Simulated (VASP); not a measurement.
Crystal: NaCl.

```
Na Cl
1.0
     0.00000    2.80175    2.80175
     2.80175    0.00000    2.80175
     2.80175    2.80175    0.00000
Na Cl
1 1
Direct
  0.00000 0.00000 0.00000
  0.50000 0.50000 0.50000
```

- Program: VASP 6.6.1
- Task: relaxation of cell and atoms
- Functional: LDA
- Potentials or basis: VASP PAW LDA potentials, release 64 (Na_pv, Cl)
- Cutoff: 500 eV
- k mesh: 8 × 8 × 8
- Occupations: gaussian, width 0.02 eV
- Spin: no spin polarisation

At the start: pressure -2.1 GPa; volume 21.99 Å³/atom.

**Question.** Where does the relaxation end?

**Answer.** Over 4 steps the energy falls by 11.1 meV/atom and the volume is 20.39 Å³/atom (-7.3 %); space group Fm-3m (No. 225, to 0.1 Å) before and after.

The path:
| step | energy change (eV) | largest force (eV/Å) | pressure (GPa) | volume (Å³) |
| --- | --- | --- | --- | --- |
| 1 | 0.0000 | 0.0000 | -2.07 | 43.99 |
| 2 | -0.0175 | 0.0000 | -1.03 | 42.20 |
| 3 | -0.0222 | 0.0000 | -0.08 | 40.88 |
| 4 | -0.0222 | 0.0000 | 0.01 | 40.78 |

Final structure:
```
CELL_PARAMETERS angstrom
0.00000 2.73196 2.73196
2.73196 0.00000 2.73196
2.73196 2.73196 0.00000
ATOMIC_POSITIONS crystal
Na 0.00000 0.00000 0.00000
Cl 0.50000 0.50000 0.50000
```
